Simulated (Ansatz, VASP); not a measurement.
One calculation of Au, two programs

```
Au
1.0
     0.00000    2.06460    2.06460
     2.06460    0.00000    2.06460
     2.06460    2.06460    0.00000
Au
1
Direct
  0.00000 0.00000 0.00000
```

Change from the starting cell: volume scaled by 0.98.

Alike in both runs: task single point; functional PBE; k mesh 14 × 14 × 14; occupations fermi-dirac, width 0.03 eV; no spin polarisation.

|  | VASP | Ansatz |
| --- | --- | --- |
| version | VASP 6.6.1 | Ansatz 0.2.0 |
| potentials or method | VASP PAW PBE potentials, release 64 (Au), cutoff 520 eV | all-electron LAPW, scalar-relativistic |

```csv
,VASP,Ansatz,Ansatz less VASP
pressure (GPa),2.7,3.0,+0.26
```

Ansatz ran all-electron here, and VASP with PAW potentials.

Neither program's run includes spin-orbit coupling.
